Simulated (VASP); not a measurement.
Set up this calculation in VASP 6.6.1, as the native input.

```yaml
Task: single point
Functional: RPBE
Potentials_or_basis: VASP PAW PBE potentials, release 64 (Se)
Cutoff: 520 eV
k_mesh: 10 × 10 × 10
Occupations: fermi-dirac, width 0.1 eV
Spin: no spin polarisation
Dipole_correction: no
Further_INCAR_settings: ALGO = Normal; EDIFF = 1e-06; NBANDS = 13
```

The structure of Se lies in POSCAR:

```
Se
1.0
    0.0000000000      3.0730788139      3.0730788139
    3.0730788139      0.0000000000      3.0730788139
    3.0730788139      3.0730788139      0.0000000000
Se
2
Direct
    0.1250000000      0.1250000000      0.1250000000
    0.8750000000      0.8750000000      0.8750000000
```

This cell differs from its parent crystal: volume scaled by 0.88.

One way to write it, as run:

INCAR

```
PREC = Accurate
ENCUT = 520
EDIFF = 1E-6
ISMEAR = -1
SIGMA = 0.1
LREAL = False
LASPH = True
NELM = 100
ALGO = Normal
ISIF = 2
LWAVE = False
LCHARG = False
GGA = RP
NBANDS = 13
```

KPOINTS

```
regular mesh
0
Gamma
  10 10 10
```

Potentials or basis: VASP PAW PBE potentials, release 64 (Se).

Launch:

```console
$ cat potpaw_PBE.64/Se/POTCAR > POTCAR
$ mpirun -np 1 vasp_std > vasp.out
```

It gave:

* Pressure: 5.7 GPa
* Band gap on the k mesh: zero (band 6 reaches 3.21 eV, above the bottom of band 7 at 2.05 eV)

Caveat: the PAW data sets were made with another functional, which shifts forces and pressure a little.

It took 20 s on 1 thread of Intel(R) Xeon(R) Platinum 8259CL CPU @ 2.50GHz (Skylake/Cascade Lake), with other jobs on the host, peak memory 0.18 GiB.
